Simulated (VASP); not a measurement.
# BeS (F-43m) in VASP: further runs, part 2 of 2

VASP 6.6.1. Earlier steps stand in the parts before.

**3. Single point, PBE+D4**

This run uses another cell than the first one, of 14.26 Å³/atom, 0.993 times its volume.

The input, INCAR:

```
ALGO = Normal ; EDIFF = 1E-6
ENCUT = 600 ; GGA = PE
GGA_COMPAT = F ; ISIF = 2
ISMEAR = 0 ; IVDW = 13
LASPH = T ; LCHARG = F
LREAL = F ; LWAVE = F
NBANDS = 11 ; NELM = 120
PREC = Accurate ; SIGMA = 0.05
```

The input, KPOINTS:

```
k-points
0
Gamma
  8 8 8
```

The input, POSCAR:

```
BeS
1.0
    0.0000000000      2.4249991143      2.4249991143
    2.4249991143      0.0000000000      2.4249991143
    2.4249991143      2.4249991143      0.0000000000
Be S
1 1
Direct
    0.0000000000      0.0000000000      0.0000000000
    0.7500000000      0.7500000000      0.7500000000
```

Potentials or basis: VASP PAW PBE potentials, release 64 (Be, S).

On the command line:

```sh
$ cat potpaw_PBE.64/Be/POTCAR potpaw_PBE.64/S/POTCAR > POTCAR
$ mpirun -np 1 vasp_std > vasp.out
```

OUTCAR:

```text
EDIFF = 1E-6
   ENCUT = 600
   GGA = PE
   ISIF = 2
   ISMEAR = 0
   IVDW = 13
   LASPH = T
   LREAL = F
   NELM = 120
   PREC = Accurate

 ion  position               nearest neighbor table
   1  0.000  0.000  0.000-   2 2.10   2 2.10   2 2.10   2 2.10
   2  0.750  0.750  0.750-   1 2.10   1 2.10   1 2.10   1 2.10

  LATTYP: Found a face centered cubic cell.
 ALAT       =     4.8499982286

  Lattice vectors:

 A1 = (   0.0000000000,   2.4249991143,   2.4249991143)
 A2 = (   2.4249991143,   0.0000000000,   2.4249991143)
 A3 = (   2.4249991143,   2.4249991143,   0.0000000000)

Analysis of symmetry for initial positions (statically):
=====================================================================
 Subroutine PRICEL returns:
 Original cell was already a primitive cell.

 Routine SETGRP: Setting up the symmetry group for a
 face centered cubic supercell.

 Subroutine GETGRP returns: Found 24 space group operations
 (whereof 24 operations were pure point group operations)
 out of a pool of 48 trial point group operations.

The static configuration has the point symmetry T_d .

Analysis of symmetry for dynamics (positions and initial velocities):
=====================================================================
 Subroutine PRICEL returns:
 Original cell was already a primitive cell.

 Routine SETGRP: Setting up the symmetry group for a
 face centered cubic supercell.

 Subroutine GETGRP returns: Found 24 space group operations
 (whereof 24 operations were pure point group operations)
 out of a pool of 48 trial point group operations.

The dynamic configuration has the point symmetry T_d .

 Subroutine INISYM returns: Found 24 space group operations
 (whereof 24 operations are pure point group operations),
 and found     1 'primitive' translations

----------------------------------------------------------------------------------------

                                     Primitive cell

  volume of cell :      28.5210

  direct lattice vectors                    reciprocal lattice vectors
     0.000000000  2.424999114  2.424999114    -0.206185642  0.206185642  0.206185642
     2.424999114  0.000000000  2.424999114     0.206185642 -0.206185642  0.206185642
     2.424999114  2.424999114  0.000000000     0.206185642  0.206185642 -0.206185642

  length of vectors
     3.429466636  3.429466636  3.429466636     0.357124008  0.357124008  0.357124008

  position of ions in fractional coordinates (direct lattice)
     0.000000000  0.000000000  0.000000000
     0.750000000  0.750000000  0.750000000

  ion indices of the primitive-cell ions
   primitive index   ion index
                 1           1
                 2           2

----------------------------------------------------------------------------------------

 KPOINTS: k-points

Automatic generation of k-mesh.
 Grid dimensions read from file:
 generate k-points for:    8    8    8

 Generating k-lattice:

  Cartesian coordinates                     Fractional coordinates (reciprocal lattice)
    -0.025773205  0.025773205  0.025773205     0.125000000  0.000000000  0.000000000
     0.025773205 -0.025773205  0.025773205     0.000000000  0.125000000  0.000000000
     0.025773205  0.025773205 -0.025773205     0.000000000  0.000000000  0.125000000

  Length of vectors
     0.044640501  0.044640501  0.044640501

  Shift w.r.t. Gamma in fractional coordinates (k-lattice)
     0.000000000  0.000000000  0.000000000

 Subroutine IBZKPT returns following result:
 ===========================================

 Found     29 irreducible k-points:

 Following reciprocal coordinates:
            Coordinates               Weight
  0.000000  0.000000  0.000000      1.000000
  0.125000  0.000000  0.000000      8.000000
  0.250000  0.000000  0.000000      8.000000
  0.375000  0.000000  0.000000      8.000000
  0.500000  0.000000  0.000000      4.000000
  0.125000  0.125000  0.000000      6.000000
[... 16 lines left out ...]
  0.500000  0.250000  0.125000     48.000000
 -0.375000  0.250000  0.125000     24.000000
 [... further k-points ...]
   k-points           NKPTS =     29   k-points in BZ     NKDIM =     29   number of bands    NBANDS=     11
   number of dos      NEDOS =    301   number of ions     NIONS =      2
   total plane-waves  NPLWV =  21952
   dimension x,y,z NGX =    28 NGY =   28 NGZ =   28
   dimension x,y,z NGXF=    56 NGYF=   56 NGZF=   56
   ions per type =               1   1
   NGX,Y,Z   is equivalent  to a cutoff of  13.57, 13.57, 13.57 a.u.
   NGXF,Y,Z  is equivalent  to a cutoff of  27.15, 27.15, 27.15 a.u.
 SYSTEM =  unknown system
   PREC   = accura    normal or accurate (medium, high low for compatibility)
   ISTART =      0    job   : 0-new  1-cont  2-samecut
   ICHARG =      2    charge: 1-file 2-atom 10-const
   ISPIN  =      1    spin polarized calculation?
   LNONCOLLINEAR =      F non collinear calculations
   LSORBIT =      F    spin-orbit coupling
   LASPH  =      T    aspherical Exc in radial PAW
   ENCUT  =  600.0 eV  44.10 Ry    6.64 a.u.   6.85  6.85  6.85*2*pi/ulx,y,z
   NELM   =    120;   NELMIN=  2; NELMDL= -5     # of ELM steps
   EDIFF  = 0.1E-05   stopping-criterion for ELM
   LREAL  =      F    real-space projection
   EDIFFG = 0.1E-04   stopping-criterion for IOM
   NSW    =      0    number of steps for IOM
   IBRION =     -1    ionic relax: 0-MD 1-quasi-New 2-CG
   NFREE  =      0    steps in history (QN), initial steepest desc. (CG)
   ISIF   =      2    stress and relaxation
   ISYM   =      2    0-nonsym 1-usesym 2-fastsym
   POTIM  = 0.5000    time-step for ionic-motion
   TEBEG  =    0.0;   TEEND  =   0.0 temperature during run
   PSTRESS=    0.0 pullay stress
   NELECT =       8.0000    total number of electrons
   NUPDOWN=      -1.0000    fix difference up-down
   EMIN   =  10.00;   EMAX   =-10.00  energy-range for DOS
   EFERMI =   0.00;   METHOD = LEGACY
   ISMEAR =     0;   SIGMA  =   0.05  broadening in eV -4-tet -1-fermi 0-gaus
   EFERMI_NEDOS =   21; number of points for ismear=-14 and -15
   IALGO  =     38    algorithm
   IMIX   =      4    mixing-type and parameters
     AMIX     =   0.40;   BMIX     =  1.00
     AMIX_MAG =   1.60;   BMIX_MAG =  1.00
  volume/ion in A,a.u.               =      14.26        96.23
  Fermi-wavevector in a.u.,A,eV,Ry     =   1.071642  2.025111 15.625169  1.148418
  Thomas-Fermi vector in A             =   2.207389
   LORBIT       =      0    0 simple, 1 ext, 2 COOP (PROOUT), +10 PAW based schemes
   GGA     = PE    functional components
   LHFCALC =     F    Hartree Fock is set to
   AEXX    =    0.0000 exact exchange contribution
   IVDW    =    13    specifies the selected vdW correction
   LEPSILON=     F    determine dielectric tensor
   LRPA    =     F    only Hartree local field effects (RPA)
 non-spin polarized calculation
 Gauss-broadening in eV      SIGMA  =   0.05
  energy-cutoff  :      600.00
  volume of cell :       28.52
 maximum number of plane-waves:       961
   NGX = 13   NGY = 13   NGZ = 13

 number of electron       7.9999999 magnetization

 Free energy of the ion-electron system (eV)
  ---------------------------------------------------
  ext. energy  EPLUGINS =         0.00000000
  ---------------------------------------------------
  free energy    TOTEN  =       -10.01120670 eV

  energy without entropy =      -10.01120670  energy(sigma->0) =      -10.01120670

 E-fermi :   4.4804     XC(G=0):  -9.7307

 val. band max:        4.1746678642   @ k =   0.0000   0.0000   0.0000
 cond. band min:       7.2856366586   @ k =   0.5000   0.5000   0.0000
 fundamental gap:      3.1109687944
 Fermi energy:         4.4803646698

 k-point     1 :       0.0000    0.0000    0.0000
  band No.  band energies     occupation
      1      -9.5178      2.00000
      2       4.1747      2.00000
      3       4.1747      2.00000
      4       4.1747      2.00000
      5       9.8444      0.00000
      6       9.8444      0.00000
      7       9.8444      0.00000
      8      10.0609      0.00000
      9      16.9882      0.00000
     10      16.9882      0.00000
     11      19.0476      0.00000
[... 309 lines left out ...]
 k-point    24 :      -0.3750    0.2500    0.1250
  band No.  band energies     occupation
      1      -7.6317      2.00000
      2      -1.0788      2.00000
      3       1.3992      2.00000
      4       2.3369      2.00000
      5      10.2743      0.00000
      6      10.7663      0.00000
      7      13.3122      0.00000
      8      14.6947      0.00000
      9      15.6290      0.00000
     10      19.5021      0.00000
     11      20.1579      0.00000

 [... further k-points ...]

------------------------ aborting loop because EDIFF is reached ----------------------------------------

  DFT-D4 for vdW energy calculation

  Edisp (eV):   -0.52664

  FORCE on cell =-STRESS in cart. coord.  units (eV):
  Direction    XX          YY          ZZ          XY          YZ          ZX
  --------------------------------------------------------------------------------------
  -------------------------------------------------------------------------------------
  Total      -0.22975    -0.22975    -0.22975    -0.00000     0.00000     0.00000
  in kB     -12.90656   -12.90656   -12.90656    -0.00000     0.00000     0.00000
  external pressure =      -12.91 kB  Pullay stress =        0.00 kB

 VOLUME and BASIS-vectors are now :
 -----------------------------------------------------------------------------
  energy-cutoff  :      600.00
  volume of cell :       28.52
      direct lattice vectors                 reciprocal lattice vectors
     0.000000000  2.424999114  2.424999114    -0.206185642  0.206185642  0.206185642
     2.424999114  0.000000000  2.424999114     0.206185642 -0.206185642  0.206185642
     2.424999114  2.424999114  0.000000000     0.206185642  0.206185642 -0.206185642

 POSITION                                       TOTAL-FORCE (eV/Angst)
 -----------------------------------------------------------------------------------
      0.00000      0.00000      0.00000        -0.000000     -0.000000     -0.000000
      3.63750      3.63750      3.63750         0.000000      0.000000      0.000000
 -----------------------------------------------------------------------------------
    total drift:                                0.000000      0.000000     -0.000000

  FREE ENERGIE OF THE ION-ELECTRON SYSTEM (eV)
  ---------------------------------------------------
  free  energy   TOTEN  =       -10.5378500765 eV

  energy  without entropy=      -10.5378500765  energy(sigma->0) =      -10.53785008
```

OSZICAR:

```text
N       E                     dE             d eps       ncg     rms          rms(c)
DAV:   1     0.230911477217E+02    0.23091E+02   -0.43355E+03   638   0.709E+02
DAV:   2    -0.887611423238E+01   -0.31967E+02   -0.30247E+02   866   0.125E+02
DAV:   3    -0.101782309265E+02   -0.13021E+01   -0.13000E+01   819   0.246E+01
DAV:   4    -0.101861934668E+02   -0.79625E-02   -0.79604E-02   822   0.229E+00
DAV:   5    -0.101862371628E+02   -0.43696E-04   -0.43695E-04   829   0.153E-01    0.566E+00
DAV:   6    -0.100508013854E+02    0.13544E+00   -0.11640E-01   746   0.164E+00    0.385E+00
DAV:   7    -0.100098682547E+02    0.40933E-01   -0.11853E-01   806   0.182E+00    0.994E-01
DAV:   8    -0.100110674622E+02   -0.11992E-02   -0.65556E-03   825   0.420E-01    0.146E-01
DAV:   9    -0.100111620876E+02   -0.94625E-04   -0.50662E-04   785   0.144E-01    0.299E-02
DAV:  10    -0.100112009892E+02   -0.38902E-04   -0.71073E-05   784   0.470E-02    0.986E-03
DAV:  11    -0.100112064366E+02   -0.54473E-05   -0.17102E-05   775   0.217E-02    0.847E-03
DAV:  12    -0.100112066977E+02   -0.26115E-06   -0.40820E-07   633   0.465E-03
   1 F= -.10537850E+02 E0= -.10537850E+02  d E =-.964300E-20
```

Run time: 8.2 s. Hardware: 1 thread of AMD EPYC 7R13 (Zen 3), shared host; peak memory 0.12 GiB.

Results:

* Free energy: -10.5379 eV
* Pressure: -1.3 GPa
* Band gap on the k mesh: 3.11 eV, indirect (least direct gap 5.67 eV)
* Dispersion energy per atom: -0.263 eV

**4. Single point, PBE+D4**

This run uses another cell than the first one, of 14.13 Å³/atom, 0.984 times its volume.

The input, INCAR:

```
SYSTEM = BeS
PREC = Accurate ; ENCUT = 600
EDIFF = 1E-6 ; ISMEAR = 0
SIGMA = 0.05 ; LREAL = .FALSE.
LASPH = .TRUE. ; NELM = 120
ALGO = Normal ; ISIF = 2
LWAVE = .FALSE. ; LCHARG = .FALSE.
GGA = PE ; IVDW = 13
NBANDS = 11 ; GGA_COMPAT = .FALSE.
```

The input, KPOINTS:

```
regular mesh
0
G
  8 8 8
  0 0 0
```

The input, POSCAR:

```
BeS
1.0
    0.0000000000      2.4177775746      2.4177775746
    2.4177775746      0.0000000000      2.4177775746
    2.4177775746      2.4177775746      0.0000000000
Be S
1 1
Direct
    0.0000000000      0.0000000000      0.0000000000
    0.7500000000      0.7500000000      0.7500000000
```

On the command line:

```sh
$ cat potpaw_PBE.64/Be/POTCAR potpaw_PBE.64/S/POTCAR > POTCAR
$ mpirun -np 1 vasp_std > vasp.out
```

Run time: 8.8 s. Hardware: 1 thread of AMD EPYC 7R13 (Zen 3), shared host; peak memory 0.12 GiB.

It converged, with:

```yaml
Free_energy: -10.5392 eV
Pressure: -0.4 GPa
Band_gap_on_the_k_mesh: 3.09 eV, indirect (least direct gap 5.67 eV)
Dispersion_energy_per_atom: -0.266 eV
```

Levels at points of the mesh, in eV from the valence-band top:
```csv
k point,band 2,band 3,band 4,band 5,band 6,band 7
"(0.00, 0.00, 0.00)",0.00,0.00,0.00,5.67,5.67,5.67
"(0.50, 0.00, 0.00)",-5.85,-1.05,-1.05,5.51,6.56,6.56
"(0.50, 0.50, 0.00)",-5.06,-2.67,-2.67,3.09,4.91,12.86
```

A k mesh can miss the band edges. A hybrid or GW would open this gap; PBE tends to underestimate it.

**5. Single point, PBE+D4**

This run uses another cell than the first one, of 14.07 Å³/atom, 0.979 times its volume.

The input, INCAR:

```
ALGO = Normal
EDIFF = 1E-6
ENCUT = 600
GGA = PE
GGA_COMPAT = F
ISIF = 2
ISMEAR = 0
IVDW = 13
LASPH = T
LCHARG = F
LREAL = F
LWAVE = F
NBANDS = 11
NELM = 120
PREC = Accurate
SIGMA = 0.05
```

The input, KPOINTS:

```
k-points
0
Gamma
  8 8 8
```

The input, POSCAR:

```
BeS
1.0
    0.0000000000      2.4138781035      2.4138781035
    2.4138781035      0.0000000000      2.4138781035
    2.4138781035      2.4138781035      0.0000000000
Be S
1 1
Direct
    0.0000000000      0.0000000000      0.0000000000
    0.7500000000      0.7500000000      0.7500000000
```

On the command line:

```sh
$ cat potpaw_PBE.64/Be/POTCAR potpaw_PBE.64/S/POTCAR > POTCAR
$ mpirun -np 1 vasp_std > vasp.out
```

Run time: 8.4 s. Hardware: 1 thread of AMD EPYC 7R13 (Zen 3), shared host; peak memory 0.12 GiB.

Results (log left out):

| Property | Result |
| --- | --- |
| Free energy | -10.5394 eV |
| Pressure | 0.0 GPa |
| Band gap on the k mesh | 3.08 eV, indirect (least direct gap 5.66 eV) |
| Dispersion energy per atom | -0.267 eV |

Levels at points of the mesh, in eV from the valence-band top:
| k point | band 2 | band 3 | band 4 | band 5 | band 6 | band 7 |
| --- | --- | --- | --- | --- | --- | --- |
| (0.00, 0.00, 0.00) | 0.00 | 0.00 | 0.00 | 5.66 | 5.66 | 5.66 |
| (0.50, 0.00, 0.00) | -5.88 | -1.05 | -1.05 | 5.53 | 6.56 | 6.56 |
| (0.50, 0.50, 0.00) | -5.09 | -2.69 | -2.69 | 3.08 | 4.91 | 12.89 |

**6. The runs side by side**

```tsv
level	cell	gap on the mesh (eV)	pressure (GPa)
BLYP+D3(BJ)	a = 3.438 Å, angles 60.0°, 2 atoms	3.42	-4.0
PBE+D4	a = 3.429 Å, angles 60.0°, 2 atoms	3.11	-1.3
PBE+D4	a = 3.419 Å, angles 60.0°, 2 atoms	3.09	-0.4
PBE+D4	a = 3.414 Å, angles 60.0°, 2 atoms	3.08	0.0
```

Alike in all rows: task single point; potentials or basis VASP PAW PBE potentials, release 64 (Be, S); no spin polarisation; k mesh 8 × 8 × 8; cutoff (eV) 600; smearing gaussian 0.05 eV.

Caveats: the PAW data sets were made with another functional, which shifts forces and pressure a little (some runs).

Total energies depend on the potentials used, so only differences within one code and one set of settings carry meaning.
